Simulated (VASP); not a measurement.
# InAs3 (P6/mmm) in VASP: further runs

InAs3 is run at these levels: PBE; tasks: single point, relaxation of cell and atoms.

Program: VASP 6.6.1. These are calculated values, not measurements. Logs are shortened: lines on timing, memory, paths and dates and some standing lists are left out, and cuts for length are marked.

## 1. The cell of the first run

Symmetry: P6/mmm, No. 191, hexagonal system. Conventional cell: a = 2.994 Å, b = 2.994 Å, c = 11.173 Å, α = 90.00°, β = 90.00°, γ = 120.00°. In (site symmetry 6/mmm) has 2 As at 2.91 Å and 6 In at 2.99 Å within 3.8 Å. As (site symmetry 6mm) has 7 As at 2.67 to 2.99 Å and 1 In at 2.91 Å within 3.5 Å. Within 3.5 Å of As (site symmetry 6/mmm) lie 8 As at 2.67 to 2.99 Å.

The cell was built from a structure type or drawn by symmetry, and may not be a known phase.

## 2. Single point, PBE

The input, INCAR:

```
PREC = Accurate
ENCUT = 520
EDIFF = 1E-6
ISMEAR = 0
SIGMA = 0.1
LREAL = False
LASPH = True
NELM = 80
ALGO = Normal
ISIF = 2
LWAVE = False
LCHARG = False
GGA = PE
NBANDS = 22
```

The input, KPOINTS:

```
Automatic mesh
0
Gamma
  6 6 2
```

The input, POSCAR:

```
InAs3
1.0
    2.9944999868      0.0000000023      0.0000000000
   -1.4972499954      2.5933130590      0.0000000000
    0.0000000000      0.0000000000     11.1734064525
In As
1 3
Direct
    0.0000000000      0.0000000000      0.5000000000
    0.0000000000      0.0000000000      0.7608646755
    0.0000000000      0.0000000000      0.2391353245
    0.0000000000      0.0000000000      0.0000000000
```

Potentials or basis: VASP PAW PBE potentials, release 64 (In_d, As).

Started as:

```
$ cat potpaw_PBE.64/In_d/POTCAR potpaw_PBE.64/As/POTCAR > POTCAR
$ mpirun -np 1 vasp_std > vasp.out
```

OUTCAR:

```text
PREC = Accurate
   ENCUT = 520
   EDIFF = 1E-6
   ISMEAR = 0
   LREAL = False
   LASPH = True
   NELM = 80
   ISIF = 2
   GGA = PE

 ion  position               nearest neighbor table
   1  0.000  0.000  0.500-   2 2.91   3 2.91
   2  0.000  0.000  0.761-   4 2.67   1 2.91
   3  0.000  0.000  0.239-   4 2.67   1 2.91
   4  0.000  0.000  0.000-   2 2.67   3 2.67

  LATTYP: Found a hexagonal cell.
 ALAT       =     2.9944999868
 C/A-ratio  =     3.7313095681

  Lattice vectors:

 A1 = (   2.9944999868,   0.0000000023,   0.0000000000)
 A2 = (  -1.4972499954,   2.5933130590,   0.0000000000)
 A3 = (   0.0000000000,   0.0000000000,  11.1734064525)

Analysis of symmetry for initial positions (statically):
=====================================================================
 Subroutine PRICEL returns:
 Original cell was already a primitive cell.

 Routine SETGRP: Setting up the symmetry group for a
 hexagonal supercell.

 Subroutine GETGRP returns: Found 24 space group operations
 (whereof 24 operations were pure point group operations)
 out of a pool of 24 trial point group operations.

The static configuration has the point symmetry D_6h.

Analysis of symmetry for dynamics (positions and initial velocities):
=====================================================================
 Subroutine PRICEL returns:
 Original cell was already a primitive cell.

 Routine SETGRP: Setting up the symmetry group for a
 hexagonal supercell.

 Subroutine GETGRP returns: Found 24 space group operations
 (whereof 24 operations were pure point group operations)
 out of a pool of 24 trial point group operations.

The dynamic configuration has the point symmetry D_6h.

 Subroutine INISYM returns: Found 24 space group operations
 (whereof 24 operations are pure point group operations),
 and found     1 'primitive' translations

----------------------------------------------------------------------------------------

                                     Primitive cell

  volume of cell :      86.7691

  direct lattice vectors                    reciprocal lattice vectors
     2.994499987  0.000000002  0.000000000     0.333945568  0.192803564  0.000000000
    -1.497249995  2.593313059  0.000000000    -0.000000000  0.385607128  0.000000000
[... 76 lines left out ...]
   ENCUT  =  520.0 eV  38.22 Ry    6.18 a.u.   5.57  5.57 20.78*2*pi/ulx,y,z
   NELM   =     80;   NELMIN=  2; NELMDL= -5     # of ELM steps
   EDIFF  = 0.1E-05   stopping-criterion for ELM
   LREAL  =      F    real-space projection
   EDIFFG = 0.1E-04   stopping-criterion for IOM
   NSW    =      0    number of steps for IOM
   IBRION =     -1    ionic relax: 0-MD 1-quasi-New 2-CG
   NFREE  =      0    steps in history (QN), initial steepest desc. (CG)
   ISIF   =      2    stress and relaxation
   ISYM   =      2    0-nonsym 1-usesym 2-fastsym
   POTIM  = 0.5000    time-step for ionic-motion
   TEBEG  =    0.0;   TEEND  =   0.0 temperature during run
   PSTRESS=    0.0 pullay stress
   NELECT =      28.0000    total number of electrons
   NUPDOWN=      -1.0000    fix difference up-down
   EMIN   =  10.00;   EMAX   =-10.00  energy-range for DOS
   EFERMI =   0.00;   METHOD = LEGACY
   ISMEAR =     0;   SIGMA  =   0.10  broadening in eV -4-tet -1-fermi 0-gaus
   EFERMI_NEDOS =   21; number of points for ismear=-14 and -15
   IALGO  =     38    algorithm
   IMIX   =      4    mixing-type and parameters
     AMIX     =   0.40;   BMIX     =  1.00
     AMIX_MAG =   1.60;   BMIX_MAG =  1.00
  volume/ion in A,a.u.               =      21.69       146.39
  Fermi-wavevector in a.u.,A,eV,Ry     =   1.122895  2.121964 17.155499  1.260894
  Thomas-Fermi vector in A             =   2.259558
   LORBIT       =      0    0 simple, 1 ext, 2 COOP (PROOUT), +10 PAW based schemes
   GGA     = PE    functional components
   LHFCALC =     F    Hartree Fock is set to
   AEXX    =    0.0000 exact exchange contribution
   IVDW    =     0    specifies the selected vdW correction
   LEPSILON=     F    determine dielectric tensor
   LRPA    =     F    only Hartree local field effects (RPA)
 non-spin polarized calculation
 Gauss-broadening in eV      SIGMA  =   0.10
  energy-cutoff  :      520.00
  volume of cell :       86.77
 maximum number of plane-waves:      2362
 NGX is ok and might be reduce to    24
   NGX = 11   NGY = 11   NGZ = 41

 number of electron      28.0000002 magnetization

 Free energy of the ion-electron system (eV)
  ---------------------------------------------------
  ext. energy  EPLUGINS =         0.00000000
  ---------------------------------------------------
  free energy    TOTEN  =       -15.38185873 eV

  energy without entropy =      -15.36447701  energy(sigma->0) =      -15.37316787

 E-fermi :   6.1891     XC(G=0): -10.3638

 val. band max:        6.1569034799   @ k =   0.3333   0.1667   0.0000
 cond. band min:       6.2212065802   @ k =   0.3333   0.3333   0.5000
 fundamental gap:      0.0643031003
 Fermi energy:         6.1890543527

 k-point     1 :       0.0000    0.0000    0.0000
  band No.  band energies     occupation
      1      -8.9668      2.00000
      2      -8.7885      2.00000
      3      -8.7885      2.00000
      4      -8.3287      2.00000
      5      -8.3287      2.00000
      6      -7.9615      2.00000
[... 339 lines left out ...]
     21      12.3098      0.00000
     22      12.3098      0.00000

------------------------ aborting loop because EDIFF is reached ----------------------------------------

  FORCE on cell =-STRESS in cart. coord.  units (eV):
  Direction    XX          YY          ZZ          XY          YZ          ZX
  --------------------------------------------------------------------------------------
  -------------------------------------------------------------------------------------
  Total       -0.0530561     -0.0530561      0.0163589      0.0000000      0.0000000      0.0000000
  in kB       -0.9796731     -0.9796731      0.3020637      0.0000000      0.0000000      0.0000000
  external PRESSURE =      -0.5524275 kB  Pullay stress =       0.0000000 kB

 VOLUME and BASIS-vectors are now :
 -----------------------------------------------------------------------------
  energy-cutoff  :      520.00
  volume of cell :       86.77
      direct lattice vectors                 reciprocal lattice vectors
     2.994499987  0.000000002  0.000000000     0.333945568  0.192803564  0.000000000
    -1.497249995  2.593313059  0.000000000    -0.000000000  0.385607128  0.000000000
     0.000000000  0.000000000 11.173406453     0.000000000  0.000000000  0.089498221

 POSITION                                       TOTAL-FORCE (eV/Angst)
 -----------------------------------------------------------------------------------
      0.00000      0.00000      5.58670        -0.000000      0.000000      0.000000
      0.00000      0.00000      8.50145         0.000000      0.000000     -0.011906
      0.00000      0.00000      2.67196         0.000000     -0.000000      0.011906
      0.00000      0.00000      0.00000        -0.000000      0.000000      0.000000
 -----------------------------------------------------------------------------------
    total drift:                                0.000000     -0.000000      0.000000

  FREE ENERGIE OF THE ION-ELECTRON SYSTEM (eV)
  ---------------------------------------------------
  free  energy   TOTEN  =       -15.3818587281 eV

  energy  without entropy=      -15.3644770135  energy(sigma->0) =      -15.37316787
```

stdout:

```text
POSCAR found type information on POSCAR InAs
 POSCAR found :  2 types and       4 ions
 scaLAPACK will be used
 LDA part: xc-table for (Slater+PW92), standard interpolation
 POSCAR, INCAR and KPOINTS ok, starting setup
 FFT: planning ... GRIDC
 FFT: planning ... GRID_SOFT
 FFT: planning ... GRID
 WAVECAR not read
 entering main loop
```

Wall time 41 s (1 thread of Intel Xeon 8259CL, shared host); peak memory 0.21 GiB.

What came out:

```
Free energy            : -15.3819 eV
Pressure               : -0.1 GPa
Largest force          : 0.012 eV/Å
Band gap on the k mesh : zero (bands 14 and 15 overlap by 6.77 eV)
```

Forces on the atoms (eV/Å):
```
In   0.000  0.000  0.000
As   0.000  0.000 -0.012
As   0.000  0.000  0.012
As   0.000  0.000  0.000
```

Levels at points of the mesh, in eV from the Fermi level:
```csv
k point,band 11,band 12,band 13,band 14,band 15,band 16
"(0.00, 0.00, 0.00)",-1.47,-1.01,4.42,4.42,5.01,5.37
"(0.50, 0.00, 0.00)",-4.21,-2.93,-2.84,-2.24,1.56,2.00
"(0.00, 0.00, 0.50)",-3.99,2.22,2.56,4.43,4.43,5.32
"(0.50, 0.00, 0.50)",-3.92,-3.73,-2.43,-0.86,-0.53,1.58
```

Caveat: the k points lie up to 0.40 Å⁻¹ apart, too coarse for converged energies and pressures of a metal; spin-orbit coupling is left out, which moves the levels of the heavy elements.

## 3. Single point, PBE

This run uses another cell than the first one, of 25.58 Å³/atom.

The input, INCAR:

```
  PREC = Accurate
  ENCUT = 520
  EDIFF = 1E-6
  ISMEAR = 0
  SIGMA = 0.1
  LREAL = F
  LASPH = T
  NELM = 100
  ALGO = Normal
  ISIF = 2
  LWAVE = F
  LCHARG = F
  GGA = PE
  NBANDS = 22
```

The input, KPOINTS:

```
regular mesh
0
Gamma
  6 6 2
```

The input, POSCAR:

```
InAs3
1.0
    3.7530874100      0.0000000000      0.0000000000
   -1.8765437100      3.2502690400      0.0000000000
    0.0000000000      0.0000000000      8.3880979500
In As
1 3
Direct
    0.0000000000      0.0000000000      0.5000000000
    0.0000000000      0.0000000000      0.7244438300
    0.0000000000      0.0000000000      0.2755561700
    0.0000000000      0.0000000000      0.0000000000
```

Potentials or basis: VASP PAW PBE potentials, release 64 (In_d, As).

Started as:

```
$ cat potpaw_PBE.64/In_d/POTCAR potpaw_PBE.64/As/POTCAR > POTCAR
$ mpirun -np 1 vasp_std > vasp.out
```

Wall time 60 s (1 thread of Intel Xeon 8259CL, shared host); peak memory 0.22 GiB.

Results (log left out):

```yaml
Free_energy: -4.0139 eV
Pressure: 42.1 GPa
Largest_force: 18.972 eV/Å
Band_gap_on_the_k_mesh: zero (bands 14 and 15 overlap by 2.81 eV)
```

Forces in eV/Å, atoms in the order of the input:
```
In    0.000   0.000   0.000
As    0.000   0.000  18.972
As    0.000   0.000 -18.972
As    0.000   0.000   0.000
```

Stress tensor (GPa, compression positive):
```
  0.59   0.00   0.00
  0.00   0.59   0.00
  0.00   0.00 125.03
```

Levels at points of the mesh, in eV from the Fermi level:
| k point | band 12 | band 13 | band 14 | band 15 | band 16 | band 17 |
| --- | --- | --- | --- | --- | --- | --- |
| (0.00, 0.00, 0.00) | -0.73 | 1.41 | 1.41 | 1.93 | 1.93 | 4.72 |
| (0.50, 0.00, 0.00) | -2.36 | -2.20 | -1.72 | 0.47 | 0.90 | 2.90 |
| (0.00, 0.00, 0.50) | -0.23 | 0.06 | 0.06 | 1.55 | 3.22 | 3.22 |
| (0.50, 0.00, 0.50) | -1.27 | -0.88 | -0.50 | 0.40 | 1.27 | 2.33 |

Caveat: the k points lie up to 0.37 Å⁻¹ apart, too coarse for converged energies and pressures of a metal; spin-orbit coupling is left out, which moves the levels of the heavy elements; forces of over 1 eV/Å act on the atoms, so gaps and moduli don't describe the material at rest.

## 4. Relaxation of cell and atoms, PBE

This run uses another cell than the first one, of 25.58 Å³/atom.

The input, INCAR:

```
SYSTEM = InAs3
ALGO = Normal
EDIFF = 1E-7
EDIFFG = -0.04
ENCUT = 600
GGA = PE
IBRION = 2
ISIF = 3
ISMEAR = 0
LASPH = .TRUE.
LCHARG = .FALSE.
LREAL = .FALSE.
LWAVE = .FALSE.
NELM = 80
NSW = 90
PREC = Accurate
SIGMA = 0.1
```

The input, KPOINTS:

```
k-points
0
G
  6 6 2
  0 0 0
```

POSCAR is that of step 3.

Started as:

```
$ cat potpaw_PBE.64/In_d/POTCAR potpaw_PBE.64/As/POTCAR > POTCAR
$ mpirun -np 1 vasp_std > vasp.out
```

It took 21 min on 1 thread of Intel Xeon 8259CL, shared host; peak memory 0.28 GiB.

It converged, with:

```
Free energy                           : -15.3799 eV
Relaxed volume                        : 21.72 Å³/atom
Relaxed cell                          : a = 2.996 Å, b = 2.996 Å, c = 11.178 Å, α = 90.00°, β = 90.00°, γ = 120.00°
Space group after relaxing (to 0.1 Å) : P6/mmm (No. 191)
Energy gained by relaxing             : 2841.4 meV/atom
Ionic steps                           : 26
Pressure after relaxing               : -0.2 GPa
Band gap on the k mesh                : zero (bands 14 and 15 overlap by 6.76 eV)
```

The path:
| step | energy change (eV) | largest force (eV/Å) | pressure (GPa) | volume (Å³) |
| --- | --- | --- | --- | --- |
| 1 | 0.0000 | 18.9721 | 42.08 | 102.32 |
| 2 | -7.0566 | 0.9425 | -7.36 | 202.74 |
| 3 | -7.2780 | 0.9481 | -7.01 | 195.63 |
| 4 | -7.4200 | 0.9686 | -6.84 | 190.23 |
| 5 | -8.6133 | 0.6346 | -6.09 | 150.81 |
| 6 | -9.2523 | 0.8718 | -0.06 | 126.51 |
| 7 | -9.2227 | 0.4875 | -2.51 | 132.47 |
| 8 | -9.2594 | 0.6951 | -1.35 | 129.43 |
| 9 | -9.2615 | 0.7326 | -1.12 | 128.89 |
| 10 | -9.4268 | 0.5347 | -3.11 | 125.42 |
| 11 | -10.0418 | 0.6264 | -6.47 | 115.88 |
| 12 | -11.1271 | 0.2921 | -4.52 | 96.09 |
| 13 | -11.0679 | 0.0681 | -6.22 | 99.94 |
| 14 | -11.1245 | 0.2149 | -5.23 | 97.50 |
| 15 | -11.1919 | 0.2941 | -2.77 | 92.50 |
| 16 | -11.1920 | 0.2953 | -2.65 | 92.31 |
| 17 | -11.2701 | 0.1807 | -1.90 | 90.56 |
| 18 | -11.3475 | 0.0401 | -0.46 | 87.63 |
| 19 | -11.1924 | 0.6913 | 5.21 | 81.82 |
| 20 | -11.3578 | 0.1250 | 0.19 | 86.64 |
| 21 | -11.3586 | 0.1627 | 0.49 | 86.25 |
| 22 | -11.3586 | 0.1509 | 0.40 | 86.37 |
| 23 | -11.3607 | 0.1430 | 0.15 | 86.66 |
| 24 | -11.3621 | 0.1278 | -0.30 | 87.22 |
| 25 | -11.3635 | 0.0959 | -0.28 | 87.14 |
| 26 | -11.3654 | 0.0017 | -0.17 | 86.89 |

Final structure:
```yaml
crystal:
  lattice:
    - [2.99606, 0.00000, 0.00000]
    - [-1.49803, 2.59466, 0.00000]
    - [0.00000, 0.00000, 11.17750]
  atoms:
    - { symbol: In, position: [0.00000, 0.00000, 0.50000] }
    - { symbol: As, position: [0.00000, 0.00000, 0.76071] }
    - { symbol: As, position: [0.00000, 0.00000, 0.23929] }
    - { symbol: As, position: [0.00000, 0.00000, 0.00000] }
```

Levels at points of the mesh, in eV from the Fermi level:
```csv
k point,band 9,band 10,band 11,band 12,band 13,band 14,band 15,band 16,band 17,band 18
"(0.00, 0.00, 0.00)",-8.57,-5.99,-1.46,-1.01,4.41,4.41,5.01,5.35,5.35,6.05
"(0.50, 0.00, 0.00)",-5.94,-4.89,-4.21,-2.92,-2.85,-2.24,1.56,2.00,2.53,2.72
"(0.00, 0.00, 0.50)",-8.91,-4.71,-3.99,2.21,2.56,4.42,4.42,5.31,6.09,6.09
"(0.50, 0.00, 0.50)",-5.89,-5.10,-3.91,-3.73,-2.42,-0.86,-0.53,1.58,2.46,3.34
```

Caveat: the k points lie up to 0.40 Å⁻¹ apart in the final cell, too coarse for converged energies and pressures of a metal; the volume moved by over 15 % at a fixed basis, so the end points are rough; spin-orbit coupling is left out, which moves the levels of the heavy elements.

## 5. Single point, PBE

The input, INCAR:

```
  ALGO = Normal
  EDIFF = 1E-6
  ENCUT = 520
  GGA = PE
  ISIF = 2
  ISMEAR = 0
  LASPH = T
  LCHARG = F
  LREAL = F
  LWAVE = F
  NBANDS = 22
  NELM = 80
  PREC = Accurate
  SIGMA = 0.1
```

The input, KPOINTS:

```
k-points
0
Gamma
  18 18 4
```

The input, POSCAR:

```
InAs3
1.0
    2.9775949216      0.0000000000      0.0000000000
   -1.4887974608      2.5786728443      0.0000000000
    0.0000000000      0.0000000000     11.2927189858
In As
1 3
Direct
    0.0000000000      0.0000000000      0.5000000000
    0.0000000000      0.0000000000      0.7575166193
    0.0000000000      0.0000000000      0.2424833807
    0.0000000000      0.0000000000      0.0000000000
```

Started as:

```
$ cat potpaw_PBE.64/In_d/POTCAR potpaw_PBE.64/As/POTCAR > POTCAR
$ mpirun -np 1 vasp_std > vasp.out
```

It took 3.7 min on 1 thread of Intel Xeon 8259CL, shared host; peak memory 0.35 GiB.

It converged, with:

- Free energy: -15.6114 eV
- Pressure: 0.0 GPa
- Band gap on the k mesh: zero (bands 14 and 15 overlap by 7.08 eV)

Levels at points of the mesh, in eV from the Fermi level:
```
           k point  band 11  band 12  band 13  band 14  band 15  band 16  band 17  band 18
(0.00, 0.00, 0.00)    -1.67    -1.20     4.67     4.68     4.68     5.43     5.43     6.10
(0.50, 0.00, 0.00)    -4.34    -2.82    -2.78    -2.23     1.75     1.93     2.53     2.54
(0.00, 0.00, 0.50)    -4.16     1.79     2.43     4.69     4.69     5.39     5.39     6.13
(0.50, 0.00, 0.50)    -4.11    -3.60    -2.37    -0.76    -0.64     1.76     2.46     3.30
```

Caveat: spin-orbit coupling is left out, which moves the levels of the heavy elements.

(Continued in part 2 of 2.)
